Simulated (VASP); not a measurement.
Runs of VASP 6.6.1 on Yb. The structure is that of space group Fm-3m (No. 225), or close to it. The cells are those of the table. 

```tsv
spin	cell	smearing	gap on the mesh (eV)	pressure (GPa)	moment (μB)
off	a = 3.747 Å, angles 60.0°, 1 atom	fermi-dirac 0.1 eV	none	(c)	-
off	a = 3.698 Å, angles 60.0°, 1 atom	fermi-dirac 0.1 eV	none	-0.7	-
off	a = 3.597 Å, angles 60.0°, 1 atom	fermi-dirac 0.1 eV	-	1.6	-
off	a = 3.795 Å, angles 60.0°, 1 atom	fermi-dirac 0.1 eV	none	-1.1	-
collinear, ferromagnetic start	a = 3.693 Å, angles 60.0°, 1 atom	fermi-dirac 0.05 eV	none	0.6	0.00
collinear, ferromagnetic start	a = 3.643 Å, angles 60.0°, 1 atom	fermi-dirac 0.05 eV	none	(b)	0.00
off	a = 3.648 Å, angles 60.0°, 1 atom	fermi-dirac 0.1 eV	none	1.2	-
off	a = 3.841 Å, angles 60.0°, 1 atom	fermi-dirac 0.1 eV	none	-1.4	-
collinear, ferromagnetic start	a = 3.742 Å, angles 60.0°, 1 atom	fermi-dirac 0.05 eV	none	(a)	0.00
off	a = 3.544 Å, angles 60.0°, 1 atom	fermi-dirac 0.1 eV	none	2.8	-
```

Alike in all rows: task single point; level PBE; potentials or basis VASP PAW PBE potentials, release 64 (Yb); k mesh 17 × 17 × 17; cutoff (eV) 520.

Q: Estimate the missing entries.

A: (a) -1.2; (b) -0.2; (c) -1.0.

Caveats: spin-orbit coupling is left out, which moves the levels of the heavy elements.

A k mesh can miss the band edges, and the runs leave out spin-orbit coupling on Yb.

A gap of «none» marks levels without a gap at the run's occupations.
